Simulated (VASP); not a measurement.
# Cu (Fm-3m) in VASP: a series of runs

Cu is run at these levels: LDA; tasks: single point.

Program: VASP 6.6.1. These are calculated values, not measurements. Logs are shortened: lines on timing, memory, paths and dates and some standing lists are left out, and cuts for length are marked.

## Step 1: The cell of the first run

The structure is cubic, space group Fm-3m (No. 225). Conventional cell: a = 3.518 Å, b = 3.518 Å, c = 3.518 Å, α = 90.00°, β = 90.00°, γ = 90.00°. Within 3.3 Å of Cu (site symmetry m-3m) lie 12 Cu at 2.49 Å.

## Step 2: Single point, LDA

The input, INCAR:

```
ALGO = Normal ; EDIFF = 1E-6
ENCUT = 520 ; ISIF = 2
ISMEAR = -1 ; LASPH = T
LCHARG = T ; LELF = T
LREAL = F ; LVHAR = T
LWAVE = F ; NBANDS = 12
NELM = 60 ; PREC = Accurate
SIGMA = 0.3
```

The input, KPOINTS:

```
k-points
0
Gamma
  15 15 15
```

The input, POSCAR:

```
Cu
1.0
    0.0000000000      1.7588202533      1.7588202533
    1.7588202533      0.0000000000      1.7588202533
    1.7588202533      1.7588202533      0.0000000000
Cu
1
Direct
    0.0000000000      0.0000000000      0.0000000000
```

Potentials or basis: VASP PAW LDA potentials, release 64 (Cu).

Started as:

```sh
> cat potpaw_LDA.64/Cu/POTCAR > POTCAR
> mpirun -np 1 vasp_std > vasp.out
```

OUTCAR:

```text
EDIFF = 1E-6
   ENCUT = 520
   ISIF = 2
   ISMEAR = -1
   LASPH = T
   LREAL = F
   NELM = 60
   PREC = Accurate

 ion  position               nearest neighbor table
   1  0.000  0.000  0.000-

  LATTYP: Found a face centered cubic cell.
 ALAT       =     3.5176405066

  Lattice vectors:

 A1 = (   0.0000000000,   1.7588202533,   1.7588202533)
 A2 = (   1.7588202533,   0.0000000000,   1.7588202533)
 A3 = (   1.7588202533,   1.7588202533,   0.0000000000)

Analysis of symmetry for initial positions (statically):
=====================================================================
 Subroutine PRICEL returns:
 Original cell was already a primitive cell.

 Routine SETGRP: Setting up the symmetry group for a
 face centered cubic supercell.

 Subroutine GETGRP returns: Found 48 space group operations
 (whereof 48 operations were pure point group operations)
 out of a pool of 48 trial point group operations.

The static configuration has the point symmetry O_h .

Analysis of symmetry for dynamics (positions and initial velocities):
=====================================================================
 Subroutine PRICEL returns:
 Original cell was already a primitive cell.

 Routine SETGRP: Setting up the symmetry group for a
 face centered cubic supercell.

 Subroutine GETGRP returns: Found 48 space group operations
 (whereof 48 operations were pure point group operations)
 out of a pool of 48 trial point group operations.

The dynamic configuration has the point symmetry O_h .

 Subroutine INISYM returns: Found 48 space group operations
 (whereof 48 operations are pure point group operations),
 and found     1 'primitive' translations

----------------------------------------------------------------------------------------

                                     Primitive cell

  volume of cell :      10.8816

  direct lattice vectors                    reciprocal lattice vectors
     0.000000000  1.758820253  1.758820253    -0.284281466  0.284281466  0.284281466
     1.758820253  0.000000000  1.758820253     0.284281466 -0.284281466  0.284281466
     1.758820253  1.758820253  0.000000000     0.284281466  0.284281466 -0.284281466

  length of vectors
     2.487347456  2.487347456  2.487347456     0.492389943  0.492389943  0.492389943

  position of ions in fractional coordinates (direct lattice)
     0.000000000  0.000000000  0.000000000

  ion indices of the primitive-cell ions
   primitive index   ion index
                 1           1

----------------------------------------------------------------------------------------

 KPOINTS: k-points

Automatic generation of k-mesh.
 Grid dimensions read from file:
 generate k-points for:   15   15   15

 Generating k-lattice:

  Cartesian coordinates                     Fractional coordinates (reciprocal lattice)
    -0.018952098  0.018952098  0.018952098     0.066666667  0.000000000  0.000000000
     0.018952098 -0.018952098  0.018952098     0.000000000  0.066666667  0.000000000
     0.018952098  0.018952098 -0.018952098     0.000000000  0.000000000  0.066666667

  Length of vectors
     0.032825996  0.032825996  0.032825996

  Shift w.r.t. Gamma in fractional coordinates (k-lattice)
     0.000000000  0.000000000  0.000000000

 Subroutine IBZKPT returns following result:
 ===========================================

 Found    120 irreducible k-points:

 Following reciprocal coordinates:
            Coordinates               Weight
  0.000000  0.000000  0.000000      1.000000
  0.066667  0.000000  0.000000      8.000000
  0.133333  0.000000  0.000000      8.000000
  0.200000  0.000000  0.000000      8.000000
  0.266667  0.000000  0.000000      8.000000
  0.333333  0.000000  0.000000      8.000000
[... 16 lines left out ...]
  0.133333  0.133333  0.000000      6.000000
  0.200000  0.133333  0.000000     24.000000
 [... further k-points ...]
   k-points           NKPTS =    120   k-points in BZ     NKDIM =    120   number of bands    NBANDS=     12
   number of dos      NEDOS =    301   number of ions     NIONS =      1
   total plane-waves  NPLWV =   5832
   dimension x,y,z NGX =    18 NGY =   18 NGZ =   18
   dimension x,y,z NGXF=    36 NGYF=   36 NGZF=   36
   ions per type =               1
   NGX,Y,Z   is equivalent  to a cutoff of  12.03, 12.03, 12.03 a.u.
   NGXF,Y,Z  is equivalent  to a cutoff of  24.06, 24.06, 24.06 a.u.
 SYSTEM =  unknown system
   PREC   = accura    normal or accurate (medium, high low for compatibility)
   ISTART =      0    job   : 0-new  1-cont  2-samecut
   ICHARG =      2    charge: 1-file 2-atom 10-const
   ISPIN  =      1    spin polarized calculation?
   LNONCOLLINEAR =      F non collinear calculations
   LSORBIT =      F    spin-orbit coupling
   LASPH  =      T    aspherical Exc in radial PAW
   ENCUT  =  520.0 eV  38.22 Ry    6.18 a.u.   4.62  4.62  4.62*2*pi/ulx,y,z
   NELM   =     60;   NELMIN=  2; NELMDL= -5     # of ELM steps
   EDIFF  = 0.1E-05   stopping-criterion for ELM
   LREAL  =      F    real-space projection
   EDIFFG = 0.1E-04   stopping-criterion for IOM
   NSW    =      0    number of steps for IOM
   IBRION =     -1    ionic relax: 0-MD 1-quasi-New 2-CG
   NFREE  =      0    steps in history (QN), initial steepest desc. (CG)
   ISIF   =      2    stress and relaxation
   ISYM   =      2    0-nonsym 1-usesym 2-fastsym
   POTIM  = 0.5000    time-step for ionic-motion
   TEBEG  =    0.0;   TEEND  =   0.0 temperature during run
   PSTRESS=    0.0 pullay stress
   NELECT =      11.0000    total number of electrons
   NUPDOWN=      -1.0000    fix difference up-down
   EMIN   =  10.00;   EMAX   =-10.00  energy-range for DOS
   EFERMI =   0.00;   METHOD = LEGACY
   ISMEAR =    -1;   SIGMA  =   0.30  broadening in eV -4-tet -1-fermi 0-gaus
   EFERMI_NEDOS =   21; number of points for ismear=-14 and -15
   IALGO  =     38    algorithm
   IMIX   =      4    mixing-type and parameters
     AMIX     =   0.40;   BMIX     =  1.00
     AMIX_MAG =   1.60;   BMIX_MAG =  1.00
  volume/ion in A,a.u.               =      10.88        73.43
  Fermi-wavevector in a.u.,A,eV,Ry     =   1.643013  3.104844 36.728804  2.699491
  Thomas-Fermi vector in A             =   2.733219
   LORBIT       =      0    0 simple, 1 ext, 2 COOP (PROOUT), +10 PAW based schemes
   GGA     = CA    functional components
   LHFCALC =     F    Hartree Fock is set to
   AEXX    =    0.0000 exact exchange contribution
   IVDW    =     0    specifies the selected vdW correction
   LEPSILON=     F    determine dielectric tensor
   LRPA    =     F    only Hartree local field effects (RPA)
 non-spin polarized calculation
  energy-cutoff  :      520.00
  volume of cell :       10.88
 maximum number of plane-waves:       303
   NGX =  9   NGY =  9   NGZ =  9

 number of electron      10.9999994 magnetization

 Free energy of the ion-electron system (eV)
  ---------------------------------------------------
  ext. energy  EPLUGINS =         0.00000000
  ---------------------------------------------------
  free energy    TOTEN  =        -4.75079579 eV

  energy without entropy =       -4.65725693  energy(sigma->0) =       -4.70402636

 E-fermi :   8.4628     XC(G=0): -13.5905

 val. band max:        8.3924506379   @ k =   0.4667   0.2000   0.0000
 cond. band min:       8.4727317850   @ k =  -0.4000   0.1333   0.0000
 fundamental gap:      0.0802811471
 Fermi energy:         8.4627536932

 k-point     1 :       0.0000    0.0000    0.0000
  band No.  band energies     occupation
      1      -1.5788      2.00000
      2       5.0531      1.99998
      3       5.0531      1.99998
      4       5.0531      1.99998
      5       6.0024      1.99945
      6       6.0024      1.99945
      7      31.7382      0.00000
      8      34.8614      0.00000
      9      34.8614      0.00000
     10      34.8614      0.00000
     11      37.4764      0.00000
     12      37.4764      0.00000

 k-point     2 :       0.0667    0.0000    0.0000
  band No.  band energies     occupation
      1      -1.4072      2.00000
      2       5.0139      1.99998
      3       5.0876      1.99997
      4       5.0876      1.99997
      5       5.9886      1.99948
      6       5.9886      1.99948
      7      30.8390      0.00000
      8      33.1132      0.00000
      9      34.3689      0.00000
     10      34.3689      0.00000
     11      38.1940      0.00000
     12      38.1940      0.00000

 k-point     3 :       0.1333    0.0000    0.0000
  band No.  band energies     occupation
      1      -0.9017      2.00000
      2       4.9129      1.99999
      3       5.1705      1.99997
      4       5.1705      1.99997
      5       5.9669      1.99951
      6       5.9669      1.99951
      7      27.6763      0.00000
      8      32.4909      0.00000
      9      33.5525      0.00000
     10      33.5525      0.00000
     11      39.3399      0.00000
     12      39.4968      0.00000
[... 286 lines left out ...]
 k-point    23 :       0.1333    0.1333    0.0000
  band No.  band energies     occupation
      1      -0.6790      2.00000
      2       4.7768      1.99999
      3       5.2814      1.99995
      4       5.2814      1.99995
      5       5.7592      1.99976
      6       6.1041      1.99923
      7      29.9477      0.00000
      8      30.4444      0.00000
      9      30.4444      0.00000
     10      32.2108      0.00000
     11      37.6489      0.00000
     12      41.2064      0.00000

 k-point    24 :       0.2000    0.1333    0.0000
  band No.  band energies     occupation
      1      -0.0881      2.00000
      2       4.6408      1.99999
      3       5.3613      1.99994
      4       5.3921      1.99993
      5       5.7136      1.99979
      6       6.1607      1.99907
      7      26.9135      0.00000
      8      29.3232      0.00000
      9      30.2690      0.00000
     10      32.5015      0.00000
     11      35.8594      0.00000
     12      41.2855      0.00000

 [... further k-points ...]
[... 5 lines left out ...]
  --------------------------------------------------------------------------------------
  -------------------------------------------------------------------------------------
  Total        0.0943396      0.0943396      0.0943396      0.0000000     -0.0000000      0.0000000
  in kB       13.8902507     13.8902507     13.8902507      0.0000000     -0.0000000      0.0000000
  external PRESSURE =      13.8902507 kB  Pullay stress =       0.0000000 kB

 VOLUME and BASIS-vectors are now :
 -----------------------------------------------------------------------------
  energy-cutoff  :      520.00
  volume of cell :       10.88
      direct lattice vectors                 reciprocal lattice vectors
     0.000000000  1.758820253  1.758820253    -0.284281466  0.284281466  0.284281466
     1.758820253  0.000000000  1.758820253     0.284281466 -0.284281466  0.284281466
     1.758820253  1.758820253  0.000000000     0.284281466  0.284281466 -0.284281466

 POSITION                                       TOTAL-FORCE (eV/Angst)
 -----------------------------------------------------------------------------------
      0.00000      0.00000      0.00000         0.000000     -0.000000      0.000000
 -----------------------------------------------------------------------------------
    total drift:                                0.000000     -0.000000      0.000000

  FREE ENERGIE OF THE ION-ELECTRON SYSTEM (eV)
  ---------------------------------------------------
  free  energy   TOTEN  =        -4.7507957901 eV

  energy  without entropy=       -4.6572569335  energy(sigma->0) =       -4.70402636
```

Run time: 8.1 s. Hardware: 1 thread of Intel Xeon 6975P-C, shared host; peak memory 0.12 GiB.

Results:

- Free energy: -4.7508 eV
- Pressure: 1.4 GPa

Levels at points of the mesh, in eV from the Fermi level:
```
           k point  band 3  band 4  band 5  band 6  band 7  band 8  band 9  band 10
(0.00, 0.00, 0.00)   -3.41   -3.41   -2.46   -2.46   23.28   26.40   26.40    26.40
```

## Step 3: Single point, LDA

The input, INCAR:

```
PREC     = Accurate       # precision mode
ENCUT    = 520            # plane-wave cutoff, eV
EDIFF    = 1E-7           # SCF threshold, eV
ISMEAR   = -1             # smearing method
SIGMA    = 0.6            # smearing width, eV
LREAL    = F              # projectors in reciprocal space
LASPH    = T              # aspherical terms in the spheres
NELM     = 60             # most SCF steps
ALGO     = Normal         # electronic algorithm
ISIF     = 2              # what is computed and relaxed
LWAVE    = F              # write WAVECAR
LCHARG   = F              # write CHGCAR
GGA      = CA             # functional
NBANDS   = 12             # bands
```

The input, KPOINTS:

```
Automatic mesh
0
Gamma
  15 15 15
```

POSCAR is that of step 2.

Potentials or basis: VASP PAW LDA potentials, release 64 (Cu).

Started as:

```sh
> cat potpaw_LDA.64/Cu/POTCAR > POTCAR
> mpirun -np 1 vasp_std > vasp.out
```

Run time: 7 s. Hardware: 1 thread of Intel Xeon 6975P-C, shared host; peak memory 0.12 GiB.

Results (log left out):

```yaml
Free_energy: -4.9255 eV
Pressure: 4.2 GPa
```

Levels at points of the mesh, in eV from the Fermi level:
```csv
k point,band 2,band 3,band 4,band 5,band 6,band 7,band 8,band 9,band 10,band 11
"(0.00, 0.00, 0.00)",-3.72,-3.72,-3.72,-2.78,-2.78,23.08,26.19,26.19,26.19,28.79
```

[end of part 1 of 3]
